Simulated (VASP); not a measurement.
Runs of VASP 6.6.1 on Al2Pt. The structure is that of space group Fm-3m (No. 225), or close to it. The cells are those of the table. 

```csv
task,cell,cutoff (eV),smearing,ions in elastic constants,k mesh for the DOS,occupations for the DOS,gap on the mesh (eV),pressure (GPa)
single point,"a = 4.340 Å, angles 60.0°, 3 atoms",520,gaussian 0.1 eV,-,-,-,none,(a)
single point,"a = 4.119 Å, angles 60.0°, 3 atoms",520,gaussian 0.1 eV,-,-,-,none,9.0
single point,"a = 4.162 Å, angles 60.0°, 3 atoms",520,gaussian 0.1 eV,-,-,-,none,4.0
single point,"a = 4.287 Å, angles 60.0°, 3 atoms",520,gaussian 0.1 eV,-,-,-,none,-6.8
single point,"a = 4.246 Å, angles 60.0°, 3 atoms",520,gaussian 0.1 eV,-,-,-,none,(b)
single point,"a = 4.179 Å, angles 60.0°, 3 atoms",520,gaussian 0.1 eV,-,-,-,none,2.3
```

Alike in all rows: level PBE; potentials or basis VASP PAW PBE potentials, release 64 (Al, Pt); no spin polarisation; k mesh 12 × 12 × 12.

**Question.** Fill in the values left out.

**Answer.** (a) -10.1; (b) -3.8.

Caveats: spin-orbit coupling is left out, which moves the levels of the heavy elements.

A k mesh can miss the band edges, and the runs leave out spin-orbit coupling on Pt.

A gap of «none» marks levels without a gap at the run's occupations.
